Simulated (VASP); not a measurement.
Write the native input for VASP 6.6.1 that does the following.

| Property | Result |
| --- | --- |
| Task | single point |
| Functional | PBE |
| Potentials or basis | VASP PAW PBE potentials, release 64 (Na_pv, Li_sv, Al, Cl) |
| Cutoff | 520 eV |
| k mesh | 4 × 4 × 4 |
| Occupations | gaussian, width 0.1 eV |
| Spin | no spin polarisation |
| Dipole correction | no |
| Further INCAR settings | ALGO = Normal; EDIFF = 1e-07; NBANDS = 30 |

The structure of NaLiAlCl4 lies in POSCAR:

```
NaLiAlCl4
1.0
    0.0000000000      4.3723435000      4.3723435000
    4.3723435000      0.0000000000      4.3723435000
    4.3723435000      4.3723435000      0.0000000000
Na Li Al Cl
1 1 1 4
Direct
    0.0000000000      0.0000000000      0.0000000000
    0.2500000000      0.2500000000      0.2500000000
    0.5000000000      0.5000000000      0.5000000000
    0.3757583900      0.8727248200      0.3757583900
    0.3757583900      0.3757583900      0.3757583900
    0.8727248200      0.3757583900      0.3757583900
    0.3757583900      0.3757583900      0.8727248200
```

One way to write it, as run:

INCAR

```
SYSTEM = NaLiAlCl4
PREC = Accurate
ENCUT = 520
EDIFF = 1E-7
ISMEAR = 0
SIGMA = 0.1
LREAL = .False.
LASPH = .True.
NELM = 80
ALGO = Normal
ISIF = 2
LWAVE = .False.
LCHARG = .False.
GGA = PE
NBANDS = 30
```

KPOINTS

```
regular mesh
0
Gamma
  4 4 4
  0 0 0
```

Potentials or basis: VASP PAW PBE potentials, release 64 (Na_pv, Li_sv, Al, Cl).

The run is started by

```bash
$ cat potpaw_PBE.64/Na_pv/POTCAR potpaw_PBE.64/Li_sv/POTCAR potpaw_PBE.64/Al/POTCAR potpaw_PBE.64/Cl/POTCAR > POTCAR
$ mpirun -np 1 vasp_std > vasp.out
```

It gave:

```
Largest force : 3.724 eV/Å
```

Caveat: an odd number of electrons without spin polarisation forces a metal; a magnetic or distorted state may lie lower.

Wall time 44 s on 1 thread of Intel(R) Xeon(R) Platinum 8488C (Sapphire Rapids), on a shared host, peak memory 0.33 GiB.
